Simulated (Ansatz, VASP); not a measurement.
Two plane-wave programs on Sn4Bi2O

```
CELL_PARAMETERS angstrom
5.11623 0.00000 0.00000
-2.55812 4.43079 0.00000
0.00000 0.00000 9.52913
ATOMIC_POSITIONS crystal
Sn 0.33333 0.66667 0.83558
Sn 0.33333 0.66667 0.16442
Sn 0.66667 0.33333 0.16442
Sn 0.66667 0.33333 0.83558
Bi 0.33333 0.66667 0.50000
Bi 0.66667 0.33333 0.50000
O 0.00000 0.00000 0.50000
```

Alike in both runs: functional PBE; k mesh 6 × 6 × 2; occupations gaussian, width 0.1 eV; no spin polarisation.

Ansatz relaxed the structure, and its values are those at the end. VASP's run is a single point on that final structure, the one shown.

|  | VASP | Ansatz |
| --- | --- | --- |
| version | VASP 6.6.1 | Ansatz 0.2.0 |
| potentials or method | VASP PAW PBE potentials, release 64 (Sn_d, Bi_d, O), cutoff 520 eV | scalar-relativistic, plane waves, PAW |
| valence electrons in the cell | 92 | 92 |

```tsv
	VASP	Ansatz	Ansatz less VASP
gap on the k mesh at the Fermi level (eV)	none	none	-
pressure (GPa)	-0.1	-0.1	+0.05
rms of the force components (eV/Å)	0.008	0.008	+0.0005
```

A gap of «none» marks a metal or a gap that the smearing closes. With one functional, cell and mesh, what is left measures potentials, basis and numerics.

Spin-orbit coupling is off throughout.
